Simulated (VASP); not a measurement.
# BN in VASP: further runs

Aim: see how the results for BN move with the level of theory and the settings. Levels: PBE, r2SCAN. Tasks: single point.

All numbers are computed with VASP 6.6.1; they aren't measurements. Logs are shortened: lines on timing, memory, paths and dates and some standing lists are left out, and cuts for length are marked.

### 1 The cell of the first run

It takes space group Fm-3m (No. 225, cubic). Conventional cell: a = 3.414 Å, b = 3.414 Å, c = 3.414 Å, α = 90.00°, β = 90.00°, γ = 90.00°. B (site symmetry m-3m) has 6 N at 1.71 Å within 2.3 Å. Within 2.3 Å of N (site symmetry m-3m) lie 6 B at 1.71 Å.

### 2 Single point, PBE (strain -2.2%)

The input, INCAR:

```
SYSTEM = BN
ALGO     = Normal         ! electronic algorithm
EDIFF    = 1E-6           ! SCF threshold, eV
ENCUT    = 520            ! plane-wave cutoff, eV
GGA      = PE             ! functional
ISIF     = 2              ! what is computed and relaxed
ISMEAR   = -1             ! smearing method
LASPH    = .True.         ! aspherical terms in the spheres
LCHARG   = .False.        ! write CHGCAR
LREAL    = .False.        ! projectors in reciprocal space
LWAVE    = .False.        ! write WAVECAR
NBANDS   = 11             ! bands
NELM     = 60             ! most SCF steps
PREC     = Accurate       ! precision mode
SIGMA    = 0.02           ! smearing width, eV
```

The input, KPOINTS:

```
k-points
0
Gamma
  12 12 12
  0 0 0
```

The input, POSCAR:

```
BN
1.0
    0.0000000000      1.7072431818      1.7072431818
    1.7072431818      0.0000000000      1.7072431818
    1.7072431818      1.7072431818      0.0000000000
B N
1 1
Direct
    0.0000000000      0.0000000000      0.0000000000
    0.5000000000      0.5000000000      0.5000000000
```

Potentials or basis: VASP PAW PBE potentials, release 64 (B, N).

Launch:

```
$ cat potpaw_PBE.64/B/POTCAR potpaw_PBE.64/N/POTCAR > POTCAR
$ mpirun -np 1 vasp_std > vasp.out
```

OUTCAR:

```text
SYSTEM = BN
   EDIFF = 1E-6
   ENCUT = 520
   GGA = PE
   ISIF = 2
   ISMEAR = -1
   LASPH = .True.
   LREAL = .False.
   NELM = 60
   PREC = Accurate

 ion  position               nearest neighbor table
   1  0.000  0.000  0.000-   2 1.71   2 1.71   2 1.71   2 1.71   2 1.71   2 1.71
   2  0.500  0.500  0.500-   1 1.71   1 1.71   1 1.71   1 1.71   1 1.71   1 1.71

  LATTYP: Found a face centered cubic cell.
 ALAT       =     3.4144863636

  Lattice vectors:

 A1 = (   0.0000000000,   1.7072431818,   1.7072431818)
 A2 = (   1.7072431818,   0.0000000000,   1.7072431818)
 A3 = (   1.7072431818,   1.7072431818,   0.0000000000)

Analysis of symmetry for initial positions (statically):
=====================================================================
 Subroutine PRICEL returns:
 Original cell was already a primitive cell.

 Routine SETGRP: Setting up the symmetry group for a
 face centered cubic supercell.

 Subroutine GETGRP returns: Found 48 space group operations
 (whereof 48 operations were pure point group operations)
 out of a pool of 48 trial point group operations.

The static configuration has the point symmetry O_h .

Analysis of symmetry for dynamics (positions and initial velocities):
=====================================================================
 Subroutine PRICEL returns:
 Original cell was already a primitive cell.

 Routine SETGRP: Setting up the symmetry group for a
 face centered cubic supercell.

 Subroutine GETGRP returns: Found 48 space group operations
 (whereof 48 operations were pure point group operations)
 out of a pool of 48 trial point group operations.

The dynamic configuration has the point symmetry O_h .

 Subroutine INISYM returns: Found 48 space group operations
 (whereof 48 operations are pure point group operations),
 and found     1 'primitive' translations

----------------------------------------------------------------------------------------

                                     Primitive cell

  volume of cell :       9.9521

  direct lattice vectors                    reciprocal lattice vectors
     0.000000000  1.707243182  1.707243182    -0.292869818  0.292869818  0.292869818
     1.707243182  0.000000000  1.707243182     0.292869818 -0.292869818  0.292869818
     1.707243182  1.707243182  0.000000000     0.292869818  0.292869818 -0.292869818

  length of vectors
     2.414406462  2.414406462  2.414406462     0.507265405  0.507265405  0.507265405

  position of ions in fractional coordinates (direct lattice)
     0.000000000  0.000000000  0.000000000
     0.500000000  0.500000000  0.500000000

  ion indices of the primitive-cell ions
   primitive index   ion index
                 1           1
                 2           2

----------------------------------------------------------------------------------------

 KPOINTS: k-points

Automatic generation of k-mesh.
 Grid dimensions read from file:
 generate k-points for:   12   12   12

 Generating k-lattice:

  Cartesian coordinates                     Fractional coordinates (reciprocal lattice)
    -0.024405818  0.024405818  0.024405818     0.083333333  0.000000000  0.000000000
     0.024405818 -0.024405818  0.024405818     0.000000000  0.083333333  0.000000000
     0.024405818  0.024405818 -0.024405818     0.000000000  0.000000000  0.083333333

  Length of vectors
     0.042272117  0.042272117  0.042272117

  Shift w.r.t. Gamma in fractional coordinates (k-lattice)
     0.000000000  0.000000000  0.000000000

 Subroutine IBZKPT returns following result:
 ===========================================

 Found     72 irreducible k-points:

 Following reciprocal coordinates:
            Coordinates               Weight
  0.000000  0.000000  0.000000      1.000000
  0.083333  0.000000  0.000000      8.000000
  0.166667  0.000000  0.000000      8.000000
  0.250000  0.000000  0.000000      8.000000
  0.333333  0.000000  0.000000      8.000000
  0.416667  0.000000  0.000000      8.000000
[... 16 lines left out ...]
  0.500000  0.166667  0.000000     24.000000
 -0.416667  0.166667  0.000000     24.000000
 [... further k-points ...]
   k-points           NKPTS =     72   k-points in BZ     NKDIM =     72   number of bands    NBANDS=     11
   number of dos      NEDOS =    301   number of ions     NIONS =      2
   total plane-waves  NPLWV =   5832
   dimension x,y,z NGX =    18 NGY =   18 NGZ =   18
   dimension x,y,z NGXF=    36 NGYF=   36 NGZF=   36
   ions per type =               1   1
   NGX,Y,Z   is equivalent  to a cutoff of  12.39, 12.39, 12.39 a.u.
   NGXF,Y,Z  is equivalent  to a cutoff of  24.79, 24.79, 24.79 a.u.
 SYSTEM =  BN
   PREC   = accura    normal or accurate (medium, high low for compatibility)
   ISTART =      0    job   : 0-new  1-cont  2-samecut
   ICHARG =      2    charge: 1-file 2-atom 10-const
   ISPIN  =      1    spin polarized calculation?
   LNONCOLLINEAR =      F non collinear calculations
   LSORBIT =      F    spin-orbit coupling
   LASPH  =      T    aspherical Exc in radial PAW
   ENCUT  =  520.0 eV  38.22 Ry    6.18 a.u.   4.49  4.49  4.49*2*pi/ulx,y,z
   NELM   =     60;   NELMIN=  2; NELMDL= -5     # of ELM steps
   EDIFF  = 0.1E-05   stopping-criterion for ELM
   LREAL  =      F    real-space projection
   EDIFFG = 0.1E-04   stopping-criterion for IOM
   NSW    =      0    number of steps for IOM
   IBRION =     -1    ionic relax: 0-MD 1-quasi-New 2-CG
   NFREE  =      0    steps in history (QN), initial steepest desc. (CG)
   ISIF   =      2    stress and relaxation
   ISYM   =      2    0-nonsym 1-usesym 2-fastsym
   POTIM  = 0.5000    time-step for ionic-motion
   TEBEG  =    0.0;   TEEND  =   0.0 temperature during run
   PSTRESS=    0.0 pullay stress
   NELECT =       8.0000    total number of electrons
   NUPDOWN=      -1.0000    fix difference up-down
   EMIN   =  10.00;   EMAX   =-10.00  energy-range for DOS
   EFERMI =   0.00;   METHOD = LEGACY
   ISMEAR =    -1;   SIGMA  =   0.02  broadening in eV -4-tet -1-fermi 0-gaus
   EFERMI_NEDOS =   21; number of points for ismear=-14 and -15
   IALGO  =     38    algorithm
   IMIX   =      4    mixing-type and parameters
     AMIX     =   0.40;   BMIX     =  1.00
     AMIX_MAG =   1.60;   BMIX_MAG =  1.00
  volume/ion in A,a.u.               =       4.98        33.58
  Fermi-wavevector in a.u.,A,eV,Ry     =   1.522180  2.876504 31.525148  2.317033
  Thomas-Fermi vector in A             =   2.630795
   LORBIT       =      0    0 simple, 1 ext, 2 COOP (PROOUT), +10 PAW based schemes
   GGA     = PE    functional components
   LHFCALC =     F    Hartree Fock is set to
   AEXX    =    0.0000 exact exchange contribution
   IVDW    =     0    specifies the selected vdW correction
   LEPSILON=     F    determine dielectric tensor
   LRPA    =     F    only Hartree local field effects (RPA)
 non-spin polarized calculation
  energy-cutoff  :      520.00
  volume of cell :        9.95
 maximum number of plane-waves:       290
 NGX is ok and might be reduce to    18
   NGX =  9   NGY =  9   NGZ =  9

 number of electron       7.9999999 magnetization

 Free energy of the ion-electron system (eV)
  ---------------------------------------------------
  ext. energy  EPLUGINS =         0.00000000
  ---------------------------------------------------
  free energy    TOTEN  =       -13.86450894 eV

  energy without entropy =      -13.86450894  energy(sigma->0) =      -13.86450894

 E-fermi :  11.8541     XC(G=0): -14.0984

 val. band max:       11.4441867677   @ k =  -0.1667   0.1667   0.0000
 cond. band min:      13.1561228772   @ k =   0.5000   0.5000   0.0000
 fundamental gap:      1.7119361095
 Fermi energy:        11.8540916318

 k-point     1 :       0.0000    0.0000    0.0000
  band No.  band energies     occupation
      1     -12.0667      2.00000
      2      10.4687      2.00000
      3      10.4687      2.00000
      4      10.4687      2.00000
      5      22.0778      0.00000
      6      24.1811      0.00000
      7      24.1811      0.00000
      8      24.1811      0.00000
      9      30.3592      0.00000
     10      30.3592      0.00000
     11      30.3592      0.00000

 k-point     2 :       0.0833    0.0000    0.0000
  band No.  band energies     occupation
      1     -11.8618      2.00000
      2       9.6043      2.00000
      3      10.4490      2.00000
      4      10.4490      2.00000
      5      22.2049      0.00000
      6      23.4456      0.00000
      7      23.4456      0.00000
      8      24.1022      0.00000
      9      29.7320      0.00000
     10      30.8866      0.00000
     11      30.8866      0.00000

 k-point     3 :       0.1667    0.0000    0.0000
  band No.  band energies     occupation
      1     -11.2520      2.00000
      2       7.4319      2.00000
      3      10.4148      2.00000
      4      10.4148      2.00000
      5      21.7723      0.00000
      6      21.7723      0.00000
      7      21.7863      0.00000
      8      24.5113      0.00000
      9      29.4883      0.00000
     10      32.3739      0.00000
     11      32.3739      0.00000

 k-point     4 :       0.2500    0.0000    0.0000
  band No.  band energies     occupation
      1     -10.2548      2.00000
      2       4.6642      2.00000
      3      10.4206      2.00000
      4      10.4206      2.00000
      5      19.9128      0.00000
      6      19.9128      0.00000
      7      20.8467      0.00000
      8      25.3049      0.00000
      9      30.2975      0.00000
     10      34.6951      0.00000
     11      34.6951      0.00000
[... 239 lines left out ...]
 k-point    22 :       0.4167    0.1667    0.0000
  band No.  band energies     occupation
      1      -7.6984      2.00000
      2       1.4585      2.00000
      3       8.1237      2.00000
      4       8.2388      2.00000
      5      15.9065      0.00000
      6      21.3704      0.00000
      7      22.1267      0.00000
      8      26.7282      0.00000
      9      28.6758      0.00000
     10      40.6330      0.00000
     11      43.8565      0.00000

 k-point    23 :       0.5000    0.1667    0.0000
  band No.  band energies     occupation
      1      -6.2672      2.00000
      2      -0.6876      2.00000
      3       7.3537      2.00000
      4       8.5536      2.00000
      5      16.1578      0.00000
      6      19.9684      0.00000
      7      22.0215      0.00000
      8      27.0627      0.00000
      9      31.4131      0.00000
     10      39.0018      0.00000
     11      45.0922      0.00000

 k-point    24 :      -0.4167    0.1667    0.0000
  band No.  band energies     occupation
      1      -5.9660      2.00000
      2      -1.0757      2.00000
      3       6.6362      2.00000
      4       9.2911      2.00000
      5      16.7399      0.00000
      6      18.7981      0.00000
      7      22.2420      0.00000
      8      27.0005      0.00000
      9      33.9555      0.00000
     10      36.9550      0.00000
     11      41.4557      0.00000

 [... further k-points ...]
[... 5 lines left out ...]
  --------------------------------------------------------------------------------------
  -------------------------------------------------------------------------------------
  Total        2.1207441      2.1207441      2.1207441     -0.0000000     -0.0000000     -0.0000000
  in kB      341.4150730    341.4150730    341.4150730     -0.0000000     -0.0000000     -0.0000000
  external PRESSURE =     341.4150730 kB  Pullay stress =       0.0000000 kB

 VOLUME and BASIS-vectors are now :
 -----------------------------------------------------------------------------
  energy-cutoff  :      520.00
  volume of cell :        9.95
      direct lattice vectors                 reciprocal lattice vectors
     0.000000000  1.707243182  1.707243182    -0.292869818  0.292869818  0.292869818
     1.707243182  0.000000000  1.707243182     0.292869818 -0.292869818  0.292869818
     1.707243182  1.707243182  0.000000000     0.292869818  0.292869818 -0.292869818

 POSITION                                       TOTAL-FORCE (eV/Angst)
 -----------------------------------------------------------------------------------
      0.00000      0.00000      0.00000         0.000000      0.000000      0.000000
      1.70724      1.70724      1.70724        -0.000000     -0.000000     -0.000000
 -----------------------------------------------------------------------------------
    total drift:                               -0.000000     -0.000000     -0.000000

  FREE ENERGIE OF THE ION-ELECTRON SYSTEM (eV)
  ---------------------------------------------------
  free  energy   TOTEN  =       -13.8645089389 eV

  energy  without entropy=      -13.8645089389  energy(sigma->0) =      -13.86450894
```

It took 7.2 s on 1 thread of Intel Xeon Platinum 8488C (Sapphire Rapids), shared host; peak memory 0.11 GiB.

What came out:

```
Free energy            : -13.8645 eV
Pressure               : 34.1 GPa
Band gap on the k mesh : 1.71 eV, indirect (least direct gap 6.09 eV)
```

Levels at points of the mesh, in eV from the valence-band top:
| k point | band 1 | band 2 | band 3 | band 4 | band 5 | band 6 | band 7 | band 8 |
| --- | --- | --- | --- | --- | --- | --- | --- | --- |
| (0.00, 0.00, 0.00) | -23.51 | -0.98 | -0.98 | -0.98 | 10.63 | 12.74 | 12.74 | 12.74 |
| (0.50, 0.00, 0.00) | -17.99 | -13.32 | -0.76 | -0.76 | 5.33 | 5.33 | 7.88 | 14.89 |
| (0.50, 0.50, 0.00) | -14.83 | -12.76 | -6.08 | -6.08 | 1.71 | 8.68 | 15.54 | 15.54 |

Caveat: the cell differs from its parent crystal (strain -2.2%). A k mesh can miss the band edges.

### 3 Single point, PBE (biaxial xy strain +3.6%)

The input, INCAR:

```
PREC = Accurate ; ENCUT = 520
EDIFF = 1E-7 ; ISMEAR = -1
SIGMA = 0.02 ; LREAL = False
LASPH = True ; NELM = 60
ALGO = Normal ; ISIF = 2
LWAVE = False ; LCHARG = False
GGA = PE ; NBANDS = 11
```

The input, KPOINTS:

```
Automatic mesh
0
Gamma
  12 12 12
```

The input, POSCAR:

```
BN
1.0
    0.0000000000      1.8083265034      1.7458259350
    1.8083265034      0.0000000000      1.7458259350
    1.8083265034      1.8083265034      0.0000000000
B N
1 1
Direct
    0.0000000000      0.0000000000      0.0000000000
    0.5000000000      0.5000000000      0.5000000000
```

Potentials or basis: VASP PAW PBE potentials, release 64 (B, N).

Launch:

```
$ cat potpaw_PBE.64/B/POTCAR potpaw_PBE.64/N/POTCAR > POTCAR
$ mpirun -np 1 vasp_std > vasp.out
```

It took 16 s on 1 thread of Intel Xeon Platinum 8488C (Sapphire Rapids), shared host; peak memory 0.13 GiB.

Results (log left out):

* Free energy: -13.8991 eV
* Pressure: -19.9 GPa
* Band gap on the k mesh: 0.21 eV, indirect (least direct gap 5.27 eV)

Stress tensor (GPa, compression positive):
```
-21.19   0.00   0.00
  0.00 -21.19   0.00
  0.00   0.00 -17.26
```

Levels at points of the mesh, in eV from the valence-band top:
| k point | band 1 | band 2 | band 3 | band 4 | band 5 | band 6 | band 7 | band 8 | band 9 |
| --- | --- | --- | --- | --- | --- | --- | --- | --- | --- |
| (0.00, 0.00, 0.00) | -21.64 | -1.44 | -0.64 | -0.64 | 7.74 | 10.74 | 10.74 | 12.54 | 17.98 |
| (0.50, 0.00, 0.00) | -16.78 | -11.99 | -0.76 | -0.54 | 4.73 | 5.00 | 6.77 | 12.49 | 21.77 |
| (0.50, 0.50, 0.00) | -13.83 | -11.13 | -5.54 | -5.54 | 0.21 | 8.52 | 13.42 | 13.42 | 15.82 |
| (0.50, 0.00, 0.50) | -14.49 | -11.20 | -5.65 | -4.79 | 0.95 | 9.03 | 12.94 | 14.63 | 14.82 |

Caveat: the cell differs from its parent crystal (biaxial xy strain +3.6%).

### 4 Single point, PBE (strain along [111] -1.9%)

The input, INCAR:

```
SYSTEM = BN
PREC = Accurate ; ENCUT = 520
EDIFF = 1E-6 ; ISMEAR = -1
SIGMA = 0.02 ; LREAL = .FALSE.
LASPH = .TRUE. ; NELM = 60
ALGO = Normal ; ISIF = 2
LWAVE = .FALSE. ; LCHARG = .TRUE.
GGA = PE ; LELF = .TRUE.
LVHAR = .TRUE. ; NBANDS = 11
```

The input, KPOINTS:

```
Automatic mesh
0
G
  12 12 12
  0 0 0
```

The input, POSCAR:

```
BN
1.0
   -0.0219974068      1.7238285282      1.7238285282
    1.7238285282     -0.0219974068      1.7238285282
    1.7238285282      1.7238285282     -0.0219974068
B N
1 1
Direct
    0.0000000000      0.0000000000      0.0000000000
    0.5000000000      0.5000000000      0.5000000000
```

Launch:

```
$ cat potpaw_PBE.64/B/POTCAR potpaw_PBE.64/N/POTCAR > POTCAR
$ mpirun -np 1 vasp_std > vasp.out
```

It took 17 s on 1 thread of Intel Xeon Platinum 8488C (Sapphire Rapids), shared host; peak memory 0.13 GiB.

The run converged. Its results:

```
Free energy            : -13.9241 eV
Pressure               : 11.8 GPa
Band gap on the k mesh : 1.22 eV, indirect (least direct gap 5.76 eV)
```

Stress tensor (GPa, compression positive):
```
11.82  8.19  8.19
 8.19 11.82  8.19
 8.19  8.19 11.82
```

Levels at points of the mesh, in eV from the valence-band top:
```tsv
k point	band 2	band 3	band 4	band 5	band 6	band 7
(0.00, 0.00, 0.00)	-1.20	-1.20	-0.75	9.44	12.04	12.18
(0.50, 0.00, 0.00)	-13.00	-0.85	-0.66	5.09	5.26	7.45
(0.50, 0.50, 0.00)	-12.28	-6.10	-5.71	1.22	8.66	14.69
(0.50, 0.50, 0.50)	-12.75	-0.99	-0.99	4.85	4.85	6.91
```

Caveat: the cell differs from its parent crystal (strain along [111] -1.9%).

### 5 Single point, r2SCAN (biaxial xy strain +3.6%)

The input, POSCAR:

```
BN
1.0
    0.0000000000      1.8083265034      1.7458259350
    1.8083265034      0.0000000000      1.7458259350
    1.8083265034      1.8083265034      0.0000000000
B N
1 1
Direct
    0.0000000000      0.0000000000      0.0000000000
    0.5000000000      0.5000000000      0.5000000000
```

The input, INCAR.step1:

```
SYSTEM = BN
PREC = Accurate
ENCUT = 520
ISMEAR = 0
SIGMA = 0.01
LREAL = .False.
LASPH = .True.
NELM = 60
NBANDS = 11
GGA = PE
ALGO = Normal
EDIFF = 1E-4
LWAVE = .True.
LCHARG = .False.
```

The input, INCAR.step2:

```
SYSTEM = BN
PREC = Accurate
ENCUT = 520
EDIFF = 1E-6
ISMEAR = 0
SIGMA = 0.01
LREAL = .False.
LASPH = .True.
NELM = 60
ALGO = Normal
ISIF = 2
LWAVE = .False.
LCHARG = .True.
METAGGA = R2SCAN
LMIXTAU = .True.
LELF = .True.
LVHAR = .True.
NBANDS = 11
ISTART = 1
```

The input, KPOINTS:

```
regular mesh
0
Gamma
  12 12 12
  0 0 0
```

Launch:

```
$ cat potpaw_PBE.64/B/POTCAR potpaw_PBE.64/N/POTCAR > POTCAR
$ cp INCAR.step1 INCAR
$ mpirun -np 1 vasp_std > vasp.out
$ cp INCAR.step2 INCAR
$ mpirun -np 1 vasp_std > vasp.out
```

It took 68 s on 1 thread of Intel Xeon Platinum 8488C (Sapphire Rapids), shared host; peak memory 0.13 GiB.

The run converged. Its results:

```
Free energy            : -15.3686 eV
Pressure               : -23.5 GPa
Band gap on the k mesh : 0.30 eV, indirect (least direct gap 5.89 eV)
```

Stress tensor (GPa, compression positive):
```
-24.57   0.00   0.00
  0.00 -24.57   0.00
  0.00   0.00 -21.37
```

Levels at points of the mesh, in eV from the valence-band top:
```tsv
k point	band 1	band 2	band 3	band 4	band 5	band 6	band 7	band 8
(0.00, 0.00, 0.00)	-22.76	-1.45	-0.63	-0.63	8.33	11.79	11.79	13.67
(0.50, 0.00, 0.00)	-17.75	-12.50	-0.81	-0.57	5.32	5.61	7.47	13.45
(0.50, 0.50, 0.00)	-14.79	-11.50	-5.75	-5.75	0.30	9.33	14.64	14.64
(0.50, 0.00, 0.50)	-15.46	-11.56	-5.86	-4.97	1.07	9.85	14.13	15.90
```

Caveat: the cell differs from its parent crystal (biaxial xy strain +3.6%); the PAW data sets were made with another functional, which shifts forces and pressure a little. A k mesh can miss the band edges.

### 6 Summary

```tsv
level	cell	smearing	gap on the mesh (eV)	pressure (GPa)
PBE	a = 2.414 Å, angles 60.0°, 2 atoms	fermi-dirac 0.02 eV	1.71	34.1
PBE	a = 2.514, b = 2.514, c = 2.557 Å, angles 59.4, 59.4, 61.2°, 2 atoms	fermi-dirac 0.02 eV	0.21	-19.9
PBE	a = 2.438 Å, angles 60.8°, 2 atoms	fermi-dirac 0.02 eV	1.22	11.8
r2SCAN	a = 2.514, b = 2.514, c = 2.557 Å, angles 59.4, 59.4, 61.2°, 2 atoms	gaussian 0.01 eV	0.30	-23.5
```

Alike in all rows: task single point; potentials or basis VASP PAW PBE potentials, release 64 (B, N); no spin polarisation; k mesh 12 × 12 × 12; cutoff (eV) 520.

Caveats: the PAW data sets were made with another functional, which shifts forces and pressure a little (some runs).

Absolute energies hang on the potentials; compare differences alone.
